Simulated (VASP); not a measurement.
Set up this calculation in VASP 6.6.1, as the native input.

```
Task                   : single point
Functional             : PBEsol
Potentials or basis    : VASP PAW PBE potentials, release 64 (Ti_sv, Al)
Cutoff                 : 520 eV
k mesh                 : 20 × 20 × 20
Occupations            : gaussian, width 0.15 eV
Spin                   : no spin polarisation
Dipole correction      : no
Further INCAR settings : ALGO = Fast; EDIFF = 1e-06; NBANDS = 14
```

The structure of TiAl lies in POSCAR:

```
TiAl
1.0
    3.0617798551      0.0000000000      0.0000000000
    0.0000000000      3.0617798551      0.0000000000
    0.0000000000      0.0000000000      3.1091269662
Ti Al
1 1
Direct
    0.0000000000      0.0000000000      0.0000000000
    0.5000000000      0.5000000000      0.5000000000
```

This cell differs from its parent crystal: strain -0.030 along x and y, -0.015 along z.

One way to write it, as run:

INCAR

```
SYSTEM = TiAl
PREC = Accurate
ENCUT = 520
EDIFF = 1E-6
ISMEAR = 0
SIGMA = 0.15
LREAL = .False.
LASPH = .True.
NELM = 100
ALGO = Fast
ISIF = 2
LWAVE = .False.
LCHARG = .False.
GGA = PS
NBANDS = 14
```

KPOINTS

```
Automatic mesh
0
Gamma
  20 20 20
  0 0 0
```

Potentials or basis: VASP PAW PBE potentials, release 64 (Ti_sv, Al).

Launch:

```bash
$ cat potpaw_PBE.64/Ti_sv/POTCAR potpaw_PBE.64/Al/POTCAR > POTCAR
$ mpirun -np 1 vasp_std > vasp.out
```

It gave:

The pressure is 10.6 GPa and the band gap on the k mesh is zero (an odd number of electrons rules out a gap without spin polarisation).

Caveat: the cell differs from its parent crystal (strain -0.030 along x and y, -0.015 along z); the cell stands under pressure; the PAW data sets were made with another functional, which shifts forces and pressure a little.

Wall time 5.6 min on 1 thread of AMD EPYC 7R13 Processor (Zen 3), with other jobs on the host, peak memory 0.37 GiB.
